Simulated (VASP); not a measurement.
# Sn (I4_1/amd) in VASP: relaxation of the atoms with PBE

Aim: the relaxation of the atoms of Sn with PBE.

Everything below comes from runs of VASP 6.6.1. Logs are shortened: lines on timing, memory, paths and dates and some standing lists are left out, and cuts for length are marked.

**1. The cell of the first run**

The structure is tetragonal, space group I4_1/amd (No. 141). Conventional cell: a = 5.839 Å, b = 5.839 Å, c = 3.188 Å, α = 90.00°, β = 90.00°, γ = 90.00°. Sn (site symmetry -4m2) has 10 Sn at 3.03 to 3.77 Å within 4.0 Å.

**2. Relaxation of the atoms, PBE**

Input file INCAR:

```
SYSTEM = Sn
PREC = Accurate
ENCUT = 450
EDIFF = 1E-7
ISMEAR = -1
SIGMA = 0.05
LREAL = .False.
LASPH = .True.
NELM = 120
ALGO = Normal
ISIF = 2
LWAVE = .False.
LCHARG = .False.
GGA = PE
IBRION = 2
NSW = 80
EDIFFG = -0.02
GGA_COMPAT = .False.
NELMIN = 4
```

Input file KPOINTS:

```
regular mesh
0
Gamma
  10 10 10
  0 0 0
```

Input file POSCAR:

```
Sn
1.0
   -2.9196440750      2.9196440750      1.5938000000
    2.9196440750     -2.9196440750      1.5938000000
    2.9196440750      2.9196440750     -1.5938000000
Sn
2
Direct
    0.0000000000      0.0000000000      0.0000000000
    0.7500000000      0.2500000000      0.5000000000
```

Potentials or basis: VASP PAW PBE potentials, release 64 (Sn_d).

Run with:

```
$ cat potpaw_PBE.64/Sn_d/POTCAR > POTCAR
$ mpirun -np 1 vasp_std > vasp.out
```

OUTCAR:

```text
SYSTEM = Sn
   PREC = Accurate
   ENCUT = 450
   EDIFF = 1E-7
   ISMEAR = -1
   LREAL = .False.
   LASPH = .True.
   NELM = 120
   ISIF = 2
   GGA = PE
   IBRION = 2
   NSW = 80
   EDIFFG = -0.02
   NELMIN = 4

 ion  position               nearest neighbor table
   1  0.000  0.000  0.000-   2 3.03   2 3.03   2 3.03   2 3.03
   2  0.750  0.250  0.500-   1 3.03   1 3.03   1 3.03   1 3.03

  LATTYP: Found a body centered tetragonal cell.
 ALAT       =     5.8392881500
 C/A-ratio  =     0.5458884573

  Lattice vectors:

 A1 = (  -2.9196440750,   2.9196440750,   1.5938000000)
 A2 = (   2.9196440750,  -2.9196440750,   1.5938000000)
 A3 = (   2.9196440750,   2.9196440750,  -1.5938000000)

Analysis of symmetry for initial positions (statically):
=====================================================================
 Subroutine PRICEL returns:
 Original cell was already a primitive cell.

 Routine SETGRP: Setting up the symmetry group for a
 body centered tetragonal supercell.

 Subroutine GETGRP returns: Found 16 space group operations
 (whereof  8 operations were pure point group operations)
 out of a pool of 16 trial point group operations.

The static configuration has the point symmetry D_2d.
 The point group associated with its full space group is D_4h.

Analysis of symmetry for dynamics (positions and initial velocities):
=====================================================================
 Subroutine PRICEL returns:
 Original cell was already a primitive cell.

 Routine SETGRP: Setting up the symmetry group for a
 body centered tetragonal supercell.

 Subroutine GETGRP returns: Found 16 space group operations
 (whereof  8 operations were pure point group operations)
 out of a pool of 16 trial point group operations.

The dynamic configuration has the point symmetry D_2d.
 The point group associated with its full space group is D_4h.

 Subroutine INISYM returns: Found 16 space group operations
 (whereof  8 operations are pure point group operations),
 and found     1 'primitive' translations

----------------------------------------------------------------------------------------

                                     Primitive cell

  volume of cell :      54.3443

  direct lattice vectors                    reciprocal lattice vectors
    -2.919644075  2.919644075  1.593800000     0.000000000  0.171253751  0.313715648
     2.919644075 -2.919644075  1.593800000     0.171253751  0.000000000  0.313715648
     2.919644075  2.919644075 -1.593800000     0.171253751  0.171253751  0.000000000

  length of vectors
     4.425928320  4.425928320  4.425928320     0.357414822  0.357414822  0.242189378

  position of ions in fractional coordinates (direct lattice)
     0.000000000  0.000000000  0.000000000
     0.750000000  0.250000000  0.500000000

  ion indices of the primitive-cell ions
   primitive index   ion index
                 1           1
                 2           2

----------------------------------------------------------------------------------------

 KPOINTS: regular mesh

Automatic generation of k-mesh.
 Grid dimensions read from file:
 generate k-points for:   10   10   10

 Generating k-lattice:

  Cartesian coordinates                     Fractional coordinates (reciprocal lattice)
     0.000000000  0.017125375  0.031371565     0.100000000  0.000000000  0.000000000
     0.017125375  0.000000000  0.031371565     0.000000000  0.100000000  0.000000000
     0.017125375  0.017125375  0.000000000     0.000000000  0.000000000  0.100000000

  Length of vectors
     0.035741482  0.035741482  0.024218938

  Shift w.r.t. Gamma in fractional coordinates (k-lattice)
     0.000000000  0.000000000  0.000000000

 Subroutine IBZKPT returns following result:
 ===========================================

 Found    102 irreducible k-points:

 Following reciprocal coordinates:
            Coordinates               Weight
  0.000000  0.000000  0.000000      1.000000
  0.100000  0.000000 -0.000000      8.000000
  0.200000  0.000000 -0.000000      8.000000
  0.300000  0.000000  0.000000      8.000000
  0.400000  0.000000 -0.000000      8.000000
  0.500000  0.000000  0.000000      4.000000
[... 16 lines left out ...]
  0.300000  0.300000  0.000000      8.000000
  0.400000  0.300000 -0.000000     16.000000
 [... further k-points ...]
   k-points           NKPTS =    102   k-points in BZ     NKDIM =    102   number of bands    NBANDS=     18
   number of dos      NEDOS =    301   number of ions     NIONS =      2
   total plane-waves  NPLWV =  32768
   dimension x,y,z NGX =    32 NGY =   32 NGZ =   32
   dimension x,y,z NGXF=    64 NGYF=   64 NGZF=   64
   ions per type =               2
   NGX,Y,Z   is equivalent  to a cutoff of  12.02, 12.02, 12.02 a.u.
   NGXF,Y,Z  is equivalent  to a cutoff of  24.04, 24.04, 24.04 a.u.
 SYSTEM =  Sn
   PREC   = accura    normal or accurate (medium, high low for compatibility)
   ISTART =      0    job   : 0-new  1-cont  2-samecut
   ICHARG =      2    charge: 1-file 2-atom 10-const
   ISPIN  =      1    spin polarized calculation?
   LNONCOLLINEAR =      F non collinear calculations
   LSORBIT =      F    spin-orbit coupling
   LASPH  =      T    aspherical Exc in radial PAW
   ENCUT  =  450.0 eV  33.07 Ry    5.75 a.u.   7.66  7.66  7.66*2*pi/ulx,y,z
   NELM   =    120;   NELMIN=  4; NELMDL= -5     # of ELM steps
   EDIFF  = 0.1E-06   stopping-criterion for ELM
   LREAL  =      F    real-space projection
   EDIFFG = -.2E-01   stopping-criterion for IOM
   NSW    =     80    number of steps for IOM
   IBRION =      2    ionic relax: 0-MD 1-quasi-New 2-CG
   NFREE  =      1    steps in history (QN), initial steepest desc. (CG)
   ISIF   =      2    stress and relaxation
   ISYM   =      2    0-nonsym 1-usesym 2-fastsym
   POTIM  = 0.5000    time-step for ionic-motion
   TEBEG  =    0.0;   TEEND  =   0.0 temperature during run
   PSTRESS=    0.0 pullay stress
   NELECT =      28.0000    total number of electrons
   NUPDOWN=      -1.0000    fix difference up-down
   EMIN   =  10.00;   EMAX   =-10.00  energy-range for DOS
   EFERMI =   0.00;   METHOD = LEGACY
   ISMEAR =    -1;   SIGMA  =   0.05  broadening in eV -4-tet -1-fermi 0-gaus
   EFERMI_NEDOS =   21; number of points for ismear=-14 and -15
   IALGO  =     38    algorithm
   IMIX   =      4    mixing-type and parameters
     AMIX     =   0.40;   BMIX     =  1.00
     AMIX_MAG =   1.60;   BMIX_MAG =  1.00
  volume/ion in A,a.u.               =      27.17       183.37
  Fermi-wavevector in a.u.,A,eV,Ry     =   1.312430  2.480134 23.435677  1.722474
  Thomas-Fermi vector in A             =   2.442823
   LORBIT       =      0    0 simple, 1 ext, 2 COOP (PROOUT), +10 PAW based schemes
   GGA     = PE    functional components
   LHFCALC =     F    Hartree Fock is set to
   AEXX    =    0.0000 exact exchange contribution
   IVDW    =     0    specifies the selected vdW correction
   LEPSILON=     F    determine dielectric tensor
   LRPA    =     F    only Hartree local field effects (RPA)
 conjugate gradient relaxation of ions
 non-spin polarized calculation
  energy-cutoff  :      450.00
  volume of cell :       54.34
 maximum number of plane-waves:      1196
   NGX = 15   NGY = 15   NGZ = 15

 number of electron      27.9999983 magnetization

 Free energy of the ion-electron system (eV)
  ---------------------------------------------------
  ext. energy  EPLUGINS =         0.00000000
  ---------------------------------------------------
  free energy    TOTEN  =        -7.59630920 eV

  energy without entropy =       -7.58871396  energy(sigma->0) =       -7.59251158

 E-fermi :   7.9914     XC(G=0): -10.2984

 val. band max:        7.9836887488   @ k =  -0.3000   0.5000   0.3000
 cond. band min:       7.9923005907   @ k =   0.2000   0.1000  -0.0000
 fundamental gap:      0.0086118419
 Fermi energy:         7.9913913141

 k-point     1 :       0.0000    0.0000    0.0000
  band No.  band energies     occupation
      1     -13.6956      2.00000
      2     -13.6093      2.00000
      3     -13.5697      2.00000
      4     -13.5547      2.00000
      5     -13.4088      2.00000
      6     -13.4088      2.00000
[... 10 lines left out ...]
     17      14.1997      0.00000
     18      14.7998      0.00000

 k-point     2 :       0.1000    0.0000   -0.0000
  band No.  band energies     occupation
      1     -13.6894      2.00000
      2     -13.5900      2.00000
      3     -13.5625      2.00000
      4     -13.5324      2.00000
      5     -13.4223      2.00000
      6     -13.4193      2.00000
[... 10 lines left out ...]
     17      13.3404      0.00000
     18      13.8211      0.00000

 k-point     3 :       0.2000    0.0000   -0.0000
  band No.  band energies     occupation
      1     -13.6714      2.00000
      2     -13.5452      2.00000
      3     -13.5438      2.00000
      4     -13.4910      2.00000
      5     -13.4496      2.00000
      6     -13.4212      2.00000
[... 10 lines left out ...]
     17      12.1553      0.00000
     18      12.7509      0.00000

 k-point     4 :       0.3000    0.0000    0.0000
  band No.  band energies     occupation
      1     -13.6486      2.00000
      2     -13.5244      2.00000
      3     -13.5145      2.00000
      4     -13.4937      2.00000
      5     -13.4736      2.00000
      6     -13.4331      2.00000
[... 375 lines left out ...]
      4     -13.5426      2.00000
      5     -13.4255      2.00000
      6     -13.3929      2.00000
[... 10 lines left out ...]
     17      12.6579      0.00000
     18      14.4566      0.00000

 k-point    23 :       0.3000    0.3000    0.0000
  band No.  band energies     occupation
      1     -13.6180      2.00000
      2     -13.5514      2.00000
      3     -13.5112      2.00000
      4     -13.4922      2.00000
      5     -13.4660      2.00000
      6     -13.4030      2.00000
[... 10 lines left out ...]
     17      13.1807      0.00000
     18      13.1947      0.00000

 k-point    24 :       0.4000    0.3000   -0.0000
  band No.  band energies     occupation
      1     -13.5977      2.00000
      2     -13.5504      2.00000
      3     -13.5228      2.00000
      4     -13.4949      2.00000
      5     -13.4555      2.00000
      6     -13.3983      2.00000
[... 10 lines left out ...]
     17      12.7413      0.00000
     18      13.3484      0.00000

 [... further k-points ...]

------------------------ aborting loop because EDIFF is reached ----------------------------------------

  FORCE on cell =-STRESS in cart. coord.  units (eV):
  Direction    XX          YY          ZZ          XY          YZ          ZX
  --------------------------------------------------------------------------------------
  -------------------------------------------------------------------------------------
  Total        0.9094625      0.9094625      0.5915806      0.0000000      0.0000000      0.0000000
  in kB       26.8127749     26.8127749     17.4409780      0.0000000      0.0000000      0.0000000
  external PRESSURE =      23.6888426 kB  Pullay stress =       0.0000000 kB

 VOLUME and BASIS-vectors are now :
 -----------------------------------------------------------------------------
  energy-cutoff  :      450.00
  volume of cell :       54.34
      direct lattice vectors                 reciprocal lattice vectors
    -2.919644075  2.919644075  1.593800000     0.000000000  0.171253751  0.313715648
     2.919644075 -2.919644075  1.593800000     0.171253751  0.000000000  0.313715648
     2.919644075  2.919644075 -1.593800000     0.171253751  0.171253751  0.000000000

 POSITION                                       TOTAL-FORCE (eV/Angst)
 -----------------------------------------------------------------------------------
      0.00000      0.00000      0.00000         0.000000     -0.000000      0.000000
      0.00000      2.91964      0.79690        -0.000000      0.000000     -0.000000
 -----------------------------------------------------------------------------------
    total drift:                                0.000000     -0.000000      0.000000

  FREE ENERGIE OF THE ION-ELECTRON SYSTEM (eV)
  ---------------------------------------------------
  free  energy   TOTEN  =        -7.5963091999 eV

  energy  without entropy=       -7.5887139600  energy(sigma->0) =       -7.59251158

 reached required accuracy - stopping structural energy minimisation
```

It took 21 s on 1 thread of Intel Xeon 6975P-C (Granite Rapids), shared host; peak memory 0.21 GiB.

Results:

```
Free energy             : -7.5963 eV
Pressure after relaxing : 2.4 GPa
Band gap on the k mesh  : zero (bands 14 and 15 overlap by 3.88 eV)
```

Stress tensor (GPa, compression positive):
```
2.68 0.00 0.00
0.00 2.68 0.00
0.00 0.00 1.74
```

Final structure:
```xyz
2
Lattice="-2.9196 2.9196 1.5938 2.9196 -2.9196 1.5938 2.9196 2.9196 -1.5938" Properties=species:S:1:pos:R:3 pbc="T T T"
Sn    0.0000    0.0000    0.0000
Sn    0.0000    2.9196    0.7969
```

Levels at points of the mesh, in eV from the Fermi level:
| k point | band 12 | band 13 | band 14 | band 15 | band 16 | band 17 |
| --- | --- | --- | --- | --- | --- | --- |
| (0.00, 0.00, 0.00) | -3.64 | -2.00 | -2.00 | 2.95 | 6.21 | 6.21 |
| (0.50, 0.00, 0.00) | -5.43 | -2.34 | -1.72 | -1.18 | 2.22 | 2.82 |
| (0.50, 0.50, 0.00) | -8.91 | 0.57 | 0.57 | 1.57 | 1.57 | 5.95 |
| (0.50, 0.50, 0.50) | -7.57 | -4.83 | -4.83 | 4.97 | 4.97 | 9.38 |

Caveat: spin-orbit coupling is left out, which moves the levels of the heavy elements.
